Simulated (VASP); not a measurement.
Set up this calculation in VASP 6.6.1, as the native input.

- Task: single point
- Functional: PBE
- Potentials or basis: VASP PAW PBE potentials, release 64 (Al, N)
- Cutoff: 520 eV
- k mesh: 8 × 8 × 3
- Occupations: gaussian, width 0.05 eV
- Spin: no spin polarisation
- Dipole correction: no
- Further INCAR settings: ALGO = Normal; EDIFF = 1e-06; NBANDS = 26

The structure of AlN lies in POSCAR:

```
AlN
1.0
   -3.1302395629      0.0000000000      0.0000000000
   -1.5651197814     -2.7108669814      0.0000000000
   -1.5649632695     -0.9035319649     10.0359593112
Al N
4 4
Direct
    0.0318253676      0.0318253676      0.9046143587
    0.1984753676      0.1984753676      0.4046143587
    0.6151337009      0.6151337009      0.1546143587
    0.4484837009      0.4484837009      0.6546143587
    0.3015412991      0.3015412991      0.0953856413
    0.1348912991      0.1348912991      0.5953856413
    0.5515496324      0.5515496324      0.3453856413
    0.3848996324      0.3848996324      0.8453856413
```

The input as run:

INCAR

```
PREC = Accurate
ENCUT = 520
EDIFF = 1E-6
ISMEAR = 0
SIGMA = 0.05
LREAL = F
LASPH = T
NELM = 100
ALGO = Normal
ISIF = 2
LWAVE = F
LCHARG = F
GGA = PE
NBANDS = 26
```

KPOINTS

```
regular mesh
0
Gamma
  8 8 3
```

Potentials or basis: VASP PAW PBE potentials, release 64 (Al, N).

Command:

```sh
$ cat potpaw_PBE.64/Al/POTCAR potpaw_PBE.64/N/POTCAR > POTCAR
$ mpirun -np 1 vasp_std > vasp.out
```

It gave:

The pressure is -0.8 GPa. The largest force is 1.401 eV/Å and the band gap on the k mesh is 2.49 eV, indirect (least direct gap 2.52 eV).

Caveat: forces of over 1 eV/Å act on the atoms, so gaps and moduli don't describe the material at rest.

It took 45 s on 1 thread of Intel(R) Xeon(R) 6975P-C (Granite Rapids) (shared host), peak memory 0.24 GiB.
